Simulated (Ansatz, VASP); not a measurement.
**Two plane-wave programs on GaN**

Contents of INCAR:

```
ALGO = Normal
EDIFF = 1E-7
ENCUT = 520
GGA = PE
ISIF = 2
ISMEAR = 0
LASPH = True
LCHARG = False
LREAL = False
LWAVE = False
NBANDS = 26
NELM = 60
PREC = Accurate
SIGMA = 0.05
```

KPOINTS

```
k-points
0
Gamma
  12 12 6
```

File POSCAR:

```
GaN
1.0
    3.3149817839      0.0000000000      0.0000000000
   -1.6574908920      2.7872412019      0.0000000000
    0.0000000000      0.0000000000      5.2430304702
Ga N
2 2
Direct
    0.3333333333      0.6666666667      0.9991316875
    0.6666666667      0.3333333333      0.4991316875
    0.3333333333      0.6666666667      0.3758683125
    0.6666666667      0.3333333333      0.8758683125
```

Input for Ansatz:

```yaml
crystal:
  lattice:
    - [3.3149817839, 0.0, 0.0]
    - [-1.657490892, 2.7872412019, 0.0]
    - [0.0, 0.0, 5.2430304702]
  atoms:
    - { symbol: Ga, position: [0.3333333333, 0.6666666667, 0.9991316875] }
    - { symbol: Ga, position: [0.6666666667, 0.3333333333, 0.4991316875] }
    - { symbol: "N", position: [0.3333333333, 0.6666666667, 0.3758683125] }
    - { symbol: "N", position: [0.6666666667, 0.3333333333, 0.8758683125] }
basis:
  ecutwfc: 420
kpoints:
  mp_grid: { grid: [12, 12, 6] }
hamiltonian:
  xc: pbe
scf:
  occupations: { method: gaussian, width: 0.05 }
output:
  forces: true
  stress: true
  eigenvalues: true
```

Change from the starting cell: strain +0.0300 x Voigt [1, 0, 0, 0, 0, 0], atoms carried along.

Alike in both runs: task single point; functional PBE; k mesh 12 × 12 × 6; occupations gaussian, width 0.05 eV; no spin polarisation.

```csv
,VASP,Ansatz
version,VASP 6.6.1,Ansatz 0.2.0
potentials or method,"VASP PAW PBE potentials, release 64 (Ga_d, N), cutoff 520 eV","scalar-relativistic, plane waves, PAW"
valence electrons in the cell,36,36
```

Ansatz gave:

```
gap on the k mesh at the Fermi level (eV)                     : 1.48
least direct gap on the mesh (eV)                             : 1.48
pressure (GPa)                                                : -4.6
traceless stress, the component that is largest in VASP (GPa) : -5.37
rms of the force components (eV/Å)                            : 0.127
```

Q: Which values does VASP return?

A: gap on the k mesh at the Fermi level (eV): 1.49; least direct gap on the mesh (eV): 1.49; pressure (GPa): -4.5; traceless stress, the component that is largest in VASP (GPa): -5.36; rms of the force components (eV/Å): 0.125.

Atom by atom the forces differ by 0.002 eV/Å (rms over components).
